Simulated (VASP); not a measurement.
# Ge3N4 (P6_3/m) in VASP: single point with PBE

Aim: the single point of Ge3N4 with PBE.

Program: VASP 6.6.1. These are calculated values, not measurements. Logs are shortened: lines on timing, memory, paths and dates and some standing lists are left out, and cuts for length are marked.

### Step 1. The cell of the first run

Symmetry: P6_3/m, No. 176, hexagonal system. Conventional cell: a = 8.129 Å, b = 8.129 Å, c = 3.114 Å, α = 90.00°, β = 90.00°, γ = 120.00°. Ge (site symmetry m) has 4 N at 1.85 to 1.86 Å within 2.5 Å. Within 2.5 Å of N (site symmetry -6) lie 3 Ge at 1.85 Å. N (site symmetry m) has 3 Ge at 1.86 Å within 2.5 Å.

### Step 2. Single point, PBE

Contents of INCAR:

```
  PREC = Accurate
  ENCUT = 600
  EDIFF = 1E-6
  ISMEAR = 0
  SIGMA = 0.02
  LREAL = False
  LASPH = True
  NELM = 120
  ALGO = Normal
  ISIF = 2
  LWAVE = False
  LCHARG = False
  GGA = PE
  NBANDS = 75
  GGA_COMPAT = False
```

Contents of KPOINTS:

```
regular mesh
0
Gamma
  6 6 10
```

Contents of POSCAR:

```
Ge3N4
1.0
    8.1293900246      0.0000000000      0.0000000000
   -4.0646950123      7.0402582786      0.0000000000
    0.0000000000      0.0000000000      3.1140866418
Ge N
6 8
Direct
    0.8290918224      0.2353462345      0.7500000000
    0.5937455879      0.8290918224      0.2500000000
    0.2353462345      0.4062544121      0.2500000000
    0.7646537655      0.5937455879      0.7500000000
    0.4062544121      0.1709081776      0.7500000000
    0.1709081776      0.7646537655      0.2500000000
    0.6666666667      0.3333333333      0.7500000000
    0.3333333333      0.6666666667      0.2500000000
    0.6695321238      0.9725139304      0.7500000000
    0.6970181934      0.6695321238      0.2500000000
    0.9725139304      0.3029818066      0.2500000000
    0.0274860696      0.6970181934      0.7500000000
    0.3304678762      0.0274860696      0.2500000000
    0.3029818066      0.3304678762      0.7500000000
```

Potentials or basis: VASP PAW PBE potentials, release 64 (Ge_d, N).

On the command line:

```bash
$ cat potpaw_PBE.64/Ge_d/POTCAR potpaw_PBE.64/N/POTCAR > POTCAR
$ mpirun -np 1 vasp_std > vasp.out
```

OUTCAR:

```text
PREC = Accurate
   ENCUT = 600
   EDIFF = 1E-6
   ISMEAR = 0
   LREAL = False
   LASPH = True
   NELM = 120
   ISIF = 2
   GGA = PE

 ion  position               nearest neighbor table
   1  0.829  0.235  0.750-   7 1.85  11 1.86  11 1.86   9 1.86
   2  0.594  0.829  0.250-   8 1.85   9 1.86   9 1.86  10 1.86
   3  0.235  0.406  0.250-   8 1.85  14 1.86  14 1.86  11 1.86
   4  0.765  0.594  0.750-   7 1.85  10 1.86  10 1.86  12 1.86
   5  0.406  0.171  0.750-   7 1.85  13 1.86  13 1.86  14 1.86
   6  0.171  0.765  0.250-   8 1.85  12 1.86  12 1.86  13 1.86
   7  0.667  0.333  0.750-   1 1.85   5 1.85   4 1.85
   8  0.333  0.667  0.250-   6 1.85   2 1.85   3 1.85
   9  0.670  0.973  0.750-   2 1.86   2 1.86   1 1.86
  10  0.697  0.670  0.250-   4 1.86   4 1.86   2 1.86
  11  0.973  0.303  0.250-   1 1.86   1 1.86   3 1.86
  12  0.027  0.697  0.750-   6 1.86   6 1.86   4 1.86
  13  0.330  0.027  0.250-   5 1.86   5 1.86   6 1.86
  14  0.303  0.330  0.750-   3 1.86   3 1.86   5 1.86

  LATTYP: Found a hexagonal cell.
 ALAT       =     8.1293900246
 C/A-ratio  =     0.3830652278

  Lattice vectors:

 A1 = (   8.1293900246,   0.0000000000,   0.0000000000)
 A2 = (  -4.0646950123,   7.0402582786,   0.0000000000)
 A3 = (   0.0000000000,   0.0000000000,   3.1140866418)

Analysis of symmetry for initial positions (statically):
=====================================================================
 Subroutine PRICEL returns:
 Original cell was already a primitive cell.

 Routine SETGRP: Setting up the symmetry group for a
 hexagonal supercell.

 Subroutine GETGRP returns: Found 12 space group operations
 (whereof  6 operations were pure point group operations)
 out of a pool of 24 trial point group operations.

The static configuration has the point symmetry S_6 .
 The point group associated with its full space group is C_6h.

Analysis of symmetry for dynamics (positions and initial velocities):
=====================================================================
 Subroutine PRICEL returns:
 Original cell was already a primitive cell.

 Routine SETGRP: Setting up the symmetry group for a
 hexagonal supercell.

 Subroutine GETGRP returns: Found 12 space group operations
 (whereof  6 operations were pure point group operations)
 out of a pool of 24 trial point group operations.

The dynamic configuration has the point symmetry S_6 .
 The point group associated with its full space group is C_6h.

 Subroutine INISYM returns: Found 12 space group operations
 (whereof  6 operations are pure point group operations),
 and found     1 'primitive' translations

----------------------------------------------------------------------------------------

                                     Primitive cell

  volume of cell :     178.2285

  direct lattice vectors                    reciprocal lattice vectors
     8.129390025  0.000000000  0.000000000     0.123010459  0.071020122  0.000000000
    -4.064695012  7.040258279  0.000000000     0.000000000  0.142040243  0.000000000
     0.000000000  0.000000000  3.114086642     0.000000000  0.000000000  0.321121444

  length of vectors
     8.129390025  8.129390025  3.114086642     0.142040243  0.142040243  0.321121444

  position of ions in fractional coordinates (direct lattice)
     0.829091822  0.235346234  0.750000000
     0.593745588  0.829091822  0.250000000
     0.235346234  0.406254412  0.250000000
     0.764653766  0.593745588  0.750000000
     0.406254412  0.170908178  0.750000000
     0.170908178  0.764653766  0.250000000
     0.666666667  0.333333333  0.750000000
     0.333333333  0.666666667  0.250000000
     0.669532124  0.972513930  0.750000000
     0.697018193  0.669532124  0.250000000
     0.972513930  0.302981807  0.250000000
     0.027486070  0.697018193  0.750000000
     0.330467876  0.027486070  0.250000000
     0.302981807  0.330467876  0.750000000

  ion indices of the primitive-cell ions
   primitive index   ion index
                 1           1
                 2           2
                 3           3
                 4           4
                 5           5
                 6           6
                 7           7
                 8           8
                 9           9
                10          10
                11          11
                12          12
                13          13
                14          14

----------------------------------------------------------------------------------------

 KPOINTS: regular mesh

Automatic generation of k-mesh.
 Grid dimensions read from file:
 generate k-points for:    6    6   10

 Generating k-lattice:

  Cartesian coordinates                     Fractional coordinates (reciprocal lattice)
     0.020501743  0.011836687  0.000000000     0.166666667  0.000000000  0.000000000
     0.000000000  0.023673374  0.000000000     0.000000000  0.166666667  0.000000000
     0.000000000  0.000000000  0.032112144     0.000000000  0.000000000  0.100000000

  Length of vectors
     0.023673374  0.023673374  0.032112144

  Shift w.r.t. Gamma in fractional coordinates (k-lattice)
     0.000000000  0.000000000  0.000000000

 Subroutine IBZKPT returns following result:
 ===========================================

 Found     48 irreducible k-points:

 Following reciprocal coordinates:
            Coordinates               Weight
  0.000000  0.000000  0.000000      1.000000
  0.166667  0.000000  0.000000      6.000000
  0.333333  0.000000  0.000000      6.000000
  0.500000  0.000000  0.000000      3.000000
  0.166667  0.166667  0.000000      6.000000
  0.333333  0.166667  0.000000      6.000000
[... 16 lines left out ...]
 -0.333333  0.500000 -0.200000     12.000000
  0.333333  0.333333  0.200000      4.000000
 [... further k-points ...]
   k-points           NKPTS =     48   k-points in BZ     NKDIM =     48   number of bands    NBANDS=     75
   number of dos      NEDOS =    301   number of ions     NIONS =     14
   total plane-waves  NPLWV = 137200
   dimension x,y,z NGX =    70 NGY =   70 NGZ =   28
   dimension x,y,z NGXF=   140 NGYF=  140 NGZF=   56
   ions per type =               6   8
   NGX,Y,Z   is equivalent  to a cutoff of  14.31, 14.31, 14.95 a.u.
   NGXF,Y,Z  is equivalent  to a cutoff of  28.63, 28.63, 29.90 a.u.
 SYSTEM =  unknown system
   PREC   = accura    normal or accurate (medium, high low for compatibility)
   ISTART =      0    job   : 0-new  1-cont  2-samecut
   ICHARG =      2    charge: 1-file 2-atom 10-const
   ISPIN  =      1    spin polarized calculation?
   LNONCOLLINEAR =      F non collinear calculations
   LSORBIT =      F    spin-orbit coupling
   LASPH  =      T    aspherical Exc in radial PAW
   ENCUT  =  600.0 eV  44.10 Ry    6.64 a.u.  16.24 16.24  6.22*2*pi/ulx,y,z
   NELM   =    120;   NELMIN=  2; NELMDL= -5     # of ELM steps
   EDIFF  = 0.1E-05   stopping-criterion for ELM
   LREAL  =      F    real-space projection
   EDIFFG = 0.1E-04   stopping-criterion for IOM
   NSW    =      0    number of steps for IOM
   IBRION =     -1    ionic relax: 0-MD 1-quasi-New 2-CG
   NFREE  =      0    steps in history (QN), initial steepest desc. (CG)
   ISIF   =      2    stress and relaxation
   ISYM   =      2    0-nonsym 1-usesym 2-fastsym
   POTIM  = 0.5000    time-step for ionic-motion
   TEBEG  =    0.0;   TEEND  =   0.0 temperature during run
   PSTRESS=    0.0 pullay stress
   NELECT =     124.0000    total number of electrons
   NUPDOWN=      -1.0000    fix difference up-down
   EMIN   =  10.00;   EMAX   =-10.00  energy-range for DOS
   EFERMI =   0.00;   METHOD = LEGACY
   ISMEAR =     0;   SIGMA  =   0.02  broadening in eV -4-tet -1-fermi 0-gaus
   EFERMI_NEDOS =   21; number of points for ismear=-14 and -15
   IALGO  =     38    algorithm
   IMIX   =      4    mixing-type and parameters
     AMIX     =   0.40;   BMIX     =  1.00
     AMIX_MAG =   1.60;   BMIX_MAG =  1.00
  volume/ion in A,a.u.               =      12.73        85.91
  Fermi-wavevector in a.u.,A,eV,Ry     =   1.450629  2.741291 28.631067  2.104324
  Thomas-Fermi vector in A             =   2.568219
   LORBIT       =      0    0 simple, 1 ext, 2 COOP (PROOUT), +10 PAW based schemes
   GGA     = PE    functional components
   LHFCALC =     F    Hartree Fock is set to
   AEXX    =    0.0000 exact exchange contribution
   IVDW    =     0    specifies the selected vdW correction
   LEPSILON=     F    determine dielectric tensor
   LRPA    =     F    only Hartree local field effects (RPA)
 non-spin polarized calculation
 Gauss-broadening in eV      SIGMA  =   0.02
  energy-cutoff  :      600.00
  volume of cell :      178.23
 maximum number of plane-waves:      6000
 NGX is ok and might be reduce to    70
   NGX = 33   NGY = 33   NGZ = 13

 number of electron     123.9999937 magnetization

 Free energy of the ion-electron system (eV)
  ---------------------------------------------------
  ext. energy  EPLUGINS =         0.00000000
  ---------------------------------------------------
  free energy    TOTEN  =       -94.28830586 eV

  energy without entropy =      -94.28830586  energy(sigma->0) =      -94.28830586

 E-fermi :   4.9332     XC(G=0): -10.7031

 val. band max:        4.8068281811   @ k =   0.0000   0.0000   0.0000
 cond. band min:       6.6390827761   @ k =   0.0000   0.0000   0.0000
 fundamental gap:      1.8322545950
 Fermi energy:         4.9331874977

 k-point     1 :       0.0000    0.0000    0.0000
  band No.  band energies     occupation
      1     -19.7263      2.00000
      2     -19.7015      2.00000
      3     -19.7015      2.00000
      4     -19.6977      2.00000
      5     -19.6636      2.00000
      6     -19.6636      2.00000
[... 66 lines left out ...]
     73      12.5199      0.00000
     74      12.7892      0.00000
[... 1769 lines left out ...]
     73      11.6573      0.00000
     74      11.6573      0.00000

 [... further k-points ...]

 [bands above 74 left out]

------------------------ aborting loop because EDIFF is reached ----------------------------------------

  FORCE on cell =-STRESS in cart. coord.  units (eV):
  Direction    XX          YY          ZZ          XY          YZ          ZX
  --------------------------------------------------------------------------------------
  -------------------------------------------------------------------------------------
  Total       -0.6502423     -0.6502423     -0.7359111     -0.0000007      0.0000000      0.0000000
  in kB       -5.8453237     -5.8453237     -6.6154393     -0.0000061      0.0000000      0.0000000
  external PRESSURE =      -6.1020289 kB  Pullay stress =       0.0000000 kB

 VOLUME and BASIS-vectors are now :
 -----------------------------------------------------------------------------
  energy-cutoff  :      600.00
  volume of cell :      178.23
      direct lattice vectors                 reciprocal lattice vectors
     8.129390025  0.000000000  0.000000000     0.123010459  0.071020122  0.000000000
    -4.064695012  7.040258279  0.000000000     0.000000000  0.142040243  0.000000000
     0.000000000  0.000000000  3.114086642     0.000000000  0.000000000  0.321121444

 POSITION                                       TOTAL-FORCE (eV/Angst)
 -----------------------------------------------------------------------------------
      5.78340      1.65690      2.33556        -0.006784     -0.001748     -0.000000
      1.45678      5.83702      0.77852        -0.001878     -0.006749     -0.000000
      0.26192      2.86014      0.77852        -0.004906      0.005001     -0.000000
      3.80277      4.18012      2.33556         0.004906     -0.005001     -0.000000
      2.60791      1.20324      2.33556         0.001878      0.006749     -0.000000
     -1.71871      5.38336      0.77852         0.006784      0.001748     -0.000000
      4.06470      2.34675      2.33556        -0.000000      0.000000      0.000000
     -0.00000      4.69351      0.77852         0.000000     -0.000000      0.000000
      1.48992      6.84675      2.33556         0.005090     -0.002433     -0.000000
      2.94489      4.71368      0.77852         0.004652      0.003192      0.000000
      6.67442      2.13307      0.77852         0.000438     -0.005624     -0.000000
     -2.60972      4.90719      2.33556        -0.000438      0.005624      0.000000
      2.57478      0.19351      0.77852        -0.005090      0.002433     -0.000000
      1.11981      2.32658      2.33556        -0.004652     -0.003192     -0.000000
 -----------------------------------------------------------------------------------
    total drift:                                0.000000      0.000000      0.000000

  FREE ENERGIE OF THE ION-ELECTRON SYSTEM (eV)
  ---------------------------------------------------
  free  energy   TOTEN  =       -94.2883058592 eV

  energy  without entropy=      -94.2883058592  energy(sigma->0) =      -94.28830586
```

Wall time 11 min (1 thread of Intel Xeon 6975P-C (Granite Rapids), shared host); peak memory 0.71 GiB.

Results:

```
Free energy            : -94.2883 eV
Pressure               : -0.6 GPa
Largest force          : 0.007 eV/Å
Band gap on the k mesh : 1.83 eV
```

Forces on the atoms (eV/Å):
```
Ge  -0.007 -0.002  0.000
Ge  -0.002 -0.007  0.000
Ge  -0.005  0.005  0.000
Ge   0.005 -0.005  0.000
Ge   0.002  0.007  0.000
Ge   0.007  0.002  0.000
N    0.000  0.000  0.000
N    0.000  0.000  0.000
N    0.005 -0.002  0.000
N    0.005  0.003  0.000
N    0.000 -0.006  0.000
N    0.000  0.006  0.000
N   -0.005  0.002  0.000
N   -0.005 -0.003  0.000
```

A k mesh can miss the band edges.
